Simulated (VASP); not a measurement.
Wanted: the native input for a VASP 6.6.1 run.

```yaml
Task: relaxation of cell and atoms
Functional: r2SCAN
Potentials_or_basis: VASP PAW PBE potentials, release 64 (Sn_d)
Cutoff: 600 eV
k_mesh: 10 × 10 × 10
Occupations: gaussian, width 0.1 eV
Spin: no spin polarisation
Dipole_correction: no
Further_INCAR_settings: ALGO = Normal; EDIFF = 1e-07; IBRION = 2; EDIFFG = -0.02; NSW = 90; ISIF = 3
```

Sn:

```
Sn
1.0
     0.00000    3.23334    3.23334
     3.23334    0.00000    3.23334
     3.23334    3.23334    0.00000
Sn
2
Direct
  0.00000 0.00000 0.00000
  0.25000 0.25000 0.25000
```

This isn't the form of Sn at room conditions, which is tetragonal (white tin).

The input as run:

POSCAR

```
Sn
1.0
    0.0000000000      3.2333428000      3.2333428000
    3.2333428000      0.0000000000      3.2333428000
    3.2333428000      3.2333428000      0.0000000000
Sn
2
Direct
    0.0000000000      0.0000000000      0.0000000000
    0.2500000000      0.2500000000      0.2500000000
```

INCAR.step1

```
PREC = Accurate
ENCUT = 600
ISMEAR = 0
SIGMA = 0.1
LREAL = F
LASPH = T
NELM = 100
GGA = PE
ALGO = Normal
EDIFF = 1E-4
LWAVE = T
LCHARG = F
```

INCAR.step2

```
PREC = Accurate
ENCUT = 600
EDIFF = 1E-7
ISMEAR = 0
SIGMA = 0.1
LREAL = F
LASPH = T
NELM = 100
ALGO = Normal
ISIF = 3
LWAVE = F
LCHARG = F
METAGGA = R2SCAN
LMIXTAU = T
IBRION = 2
NSW = 90
EDIFFG = -0.02
ISTART = 1
```

KPOINTS

```
regular mesh
0
Gamma
  10 10 10
```

Potentials or basis: VASP PAW PBE potentials, release 64 (Sn_d).

Run with:

```bash
$ cat potpaw_PBE.64/Sn_d/POTCAR > POTCAR
$ cp INCAR.step1 INCAR
$ mpirun -np 1 vasp_std > vasp.out
$ cp INCAR.step2 INCAR
$ mpirun -np 1 vasp_std > vasp.out
```

Results of the run:

```json
{
 "Relaxed volume": "35.38 Å³/atom",
 "Relaxed cell": "a = 4.643 Å, b = 4.643 Å, c = 4.643 Å, α = 60.00°, β = 60.00°, γ = 60.00°",
 "Space group after relaxing (to 0.1 Å)": "Fd-3m (No. 227)",
 "Energy gained by relaxing": "10.5 meV/atom",
 "Ionic steps": "3",
 "Pressure after relaxing": "0.0 GPa",
 "Band gap on the k mesh": "zero (filled and empty bands touch)"
}
```

Caveat: the PAW data sets were made with another functional, which shifts forces and pressure a little; spin-orbit coupling is left out, which moves the levels of the heavy elements.

Wall time 11 min on 1 thread of Intel(R) Xeon(R) Platinum 8259CL CPU @ 2.50GHz (Skylake/Cascade Lake), on a shared host, peak memory 0.3 GiB.
